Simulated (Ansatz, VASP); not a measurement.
Two plane-wave programs on TiAgC4N4

```
CELL_PARAMETERS angstrom
6.12961 0.00000 0.00000
0.00000 6.12961 0.00000
0.00000 0.00000 6.12961
ATOMIC_POSITIONS crystal
Ti 0.50000 0.50000 0.50000
Ag 0.00000 0.00000 0.00000
C 0.20245 0.20245 0.20245
C 0.20245 0.79755 0.79755
C 0.79755 0.20245 0.79755
C 0.79755 0.79755 0.20245
N 0.31365 0.31365 0.31365
N 0.31365 0.68635 0.68635
N 0.68635 0.31365 0.68635
N 0.68635 0.68635 0.31365
```

Alike in both runs: functional PBE; k mesh 4 × 4 × 4; occupations gaussian, width 0.1 eV; collinear spin.

Ansatz relaxed the structure, and its values are those at the end. VASP's run is a single point on that final structure, the one shown.

```csv
,VASP,Ansatz
version,VASP 6.6.1,Ansatz 0.2.0
potentials or method,"VASP PAW PBE potentials, release 64 (Ti_sv, Ag, C, N), cutoff 520 eV","scalar-relativistic, plane waves, PAW"
valence electrons in the cell,59,67
```

VASP gave:

| Quantity | Value |
| --- | --- |
| gap on the k mesh at the Fermi level (eV) | none |
| pressure (GPa) | 0.5 |
| rms of the force components (eV/Å) | 0.160 |
| net moment per atom (μB) | 0.10 |
| size of the moment on the site where the two differ most (μB) | 0.77 |

Problem. What did Ansatz give for the same quantities?

Solution. gap on the k mesh at the Fermi level (eV): none; pressure (GPa): 0.2; rms of the force components (eV/Å): 0.008; net moment per atom (μB): 0.10; size of the moment on the site where the two differ most (μB): 0.59.

Site moments also hang on the region over which each program counts them. A gap of «none» marks a metal or a gap that the smearing closes. One of these differences is far larger than is usual between the two programs; its cause wasn't traced. The functional is the same, so the differences come from potentials, cutoffs and numerics. VASP's potentials hold 59 valence electrons a cell and Ansatz's 67, so a difference there can come from the potentials and not from the codes.

Noted on VASP's run: the standard files for N, O and F lose accuracy on very short bonds.
